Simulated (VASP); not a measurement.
Runs of VASP 6.6.1 on SiNi3. The structure is that of space group Pm-3m (No. 221), or close to it. The cells are those of the table. 

```csv
cell,gap on the mesh (eV),pressure (GPa)
"a = 3.559, b = 3.559, c = 3.475 Å, 4 atoms",none,-4.1
"a = 3.454, b = 3.454, c = 3.559 Å, 4 atoms",none,3.5
"a = 3.611, b = 3.611, c = 3.396 Å, 4 atoms",none,-5.1
"a = 3.559, b = 3.559, c = 3.452 Å, 4 atoms",none,(a)
```

Alike in all rows: task single point; level PBE; potentials or basis VASP PAW PBE potentials, release 64 (Si, Ni); no spin polarisation; k mesh 14 × 14 × 14; cutoff (eV) 520; smearing gaussian 0.1 eV.

**Question.** Estimate the missing entries.

**Answer.** (a) -2.8.

Caveats: the cell stands under tension (at least some runs); the stress differs along the axes, from 0 to 5 GPa (at least some runs); the stress differs along the axes, from -8 to -0 GPa (at least some runs).

A gap of «none» marks levels without a gap at the run's occupations.
